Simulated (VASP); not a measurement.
Here is a VASP 6.6.1 calculation.

The input INCAR:

```
SYSTEM = LuH
PREC = Accurate
ENCUT = 600
EDIFF = 1E-6
ISMEAR = -1
SIGMA = 0.1
LREAL = .FALSE.
LASPH = .TRUE.
NELM = 120
ALGO = Normal
ISIF = 2
LWAVE = .FALSE.
LCHARG = .FALSE.
GGA = PS
NBANDS = 20
GGA_COMPAT = .FALSE.
```

The input KPOINTS:

```
Automatic mesh
0
G
  6 6 6
  0 0 0
```

Contents of POSCAR:

```
LuH
1.0
    0.0000000000      2.3531500733      2.3531500733
    2.3531500733      0.0000000000      2.3531500733
    2.3531500733      2.3531500733      0.0000000000
Lu H
1 1
Direct
    0.0000000000      0.0000000000      0.0000000000
    0.5000000000      0.5000000000      0.5000000000
```

Potentials or basis: VASP PAW PBE potentials, release 64 (Lu, H).

The run is started by

```console
$ cat potpaw_PBE.64/Lu/POTCAR potpaw_PBE.64/H/POTCAR > POTCAR
$ mpirun -np 1 vasp_std > vasp.out
```

Task: What does it give for the band gap on the k mesh?

Result: Zero (bands 13 and 14 overlap by 2.44 eV).

Task: Predict the pressure.

Result: 0.4 GPa.

Caveat: the k points lie up to 0.39 Å⁻¹ apart, too coarse for converged energies and pressures of a metal; the PAW data sets were made with another functional, which shifts forces and pressure a little; spin-orbit coupling is left out, which moves the levels of the heavy elements.
